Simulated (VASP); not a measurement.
A run of VASP 6.6.1 is set up as follows.

Contents of INCAR:

```
SYSTEM = MgO
PREC = Accurate ; ENCUT = 520
EDIFF = 1E-6 ; ISMEAR = 0
SIGMA = 0.02 ; LREAL = .False.
LASPH = .True. ; NELM = 60
ALGO = Normal ; ISIF = 2
LWAVE = .False. ; LCHARG = .True.
GGA = PS ; LELF = .True.
LVHAR = .True. ; NBANDS = 11
```

KPOINTS

```
Automatic mesh
0
Gamma
  10 10 10
  0 0 0
```

POSCAR

```
MgO
1.0
    0.0000000000      2.1074708084      2.1074708084
    2.1074708084      0.0000000000      2.1074708084
    2.1074708084      2.1074708084      0.0000000000
Mg O
1 1
Direct
    0.0000000000      0.0000000000      0.0000000000
    0.5000000000      0.5000000000      0.5000000000
```

Potentials or basis: VASP PAW PBE potentials, release 64 (Mg, O).

Launch:

```bash
$ cat potpaw_PBE.64/Mg/POTCAR potpaw_PBE.64/O/POTCAR > POTCAR
$ mpirun -np 1 vasp_std > vasp.out
```

**Question.** Predict the pressure.

**Answer.** -0.6 GPa.

**Question.** Predict the band gap on the k mesh.

**Answer.** 4.61 eV, direct.

Caveat: the PAW data sets were made with another functional, which shifts forces and pressure a little.

**What was measured.**

“Electronic structure of alkaline earth and post-transition metal oxides”, 2009, arxiv:0908.1581 quotes, for a bulk crystal of MgO: band gap 7.83 eV.

Measured gap of MgO: 7.83 eV (quoted in “Electronic structure of alkaline earth and post-transition metal oxides”, 2009, arxiv:0908.1581). This calculation gives 4.61 eV (-3.22 eV). The value is that of PBEsol, without temperature or zero-point motion. Semilocal functionals fall short of measured gaps as a rule.
